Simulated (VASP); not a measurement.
Crystal: Be2C.

```
Be C
1.0
     0.00000    2.16500    2.16500
     2.16500    0.00000    2.16500
     2.16500    2.16500    0.00000
Be C
2 1
Direct
  0.25000 0.25000 0.25000
  0.75000 0.75000 0.75000
  0.00000 0.00000 0.00000
```

```yaml
Program: VASP 6.6.1
Task: relaxation of cell and atoms
Functional: LDA
Potentials_or_basis: VASP PAW LDA potentials, release 64 (Be, C)
Cutoff: 600 eV
k_mesh: 8 × 8 × 8
Occupations: gaussian, width 0.01 eV
Spin: no spin polarisation
```

At the start: pressure -8.2 GPa; volume 6.77 Å³/atom.

How do energy, volume and symmetry change on relaxing?

Over 3 steps the energy falls by 7.2 meV/atom and the volume is 6.49 Å³/atom (-4.0 %); space group Fm-3m (No. 225, to 0.1 Å) before and after.

The path:
| step | energy change (eV) | largest force (eV/Å) | pressure (GPa) | volume (Å³) |
| --- | --- | --- | --- | --- |
| 1 | 0.0000 | 0.0000 | -8.22 | 20.30 |
| 2 | -0.0203 | 0.0000 | 2.15 | 19.29 |
| 3 | -0.0215 | 0.0000 | 0.01 | 19.48 |

Final structure:
```cif
data_structure
_symmetry_space_group_name_H-M 'P 1'
_symmetry_Int_Tables_number 1
_cell_length_a 3.0202
_cell_length_b 3.0202
_cell_length_c 3.0202
_cell_angle_alpha 60.000
_cell_angle_beta 60.000
_cell_angle_gamma 60.000
_cell_volume 19.48
loop_
_atom_site_label
_atom_site_type_symbol
_atom_site_fract_x
_atom_site_fract_y
_atom_site_fract_z
_atom_site_occupancy
Be1 Be 0.25000 0.25000 0.25000 1
Be2 Be 0.75000 0.75000 0.75000 1
C1 C 0.00000 0.00000 0.00000 1
```
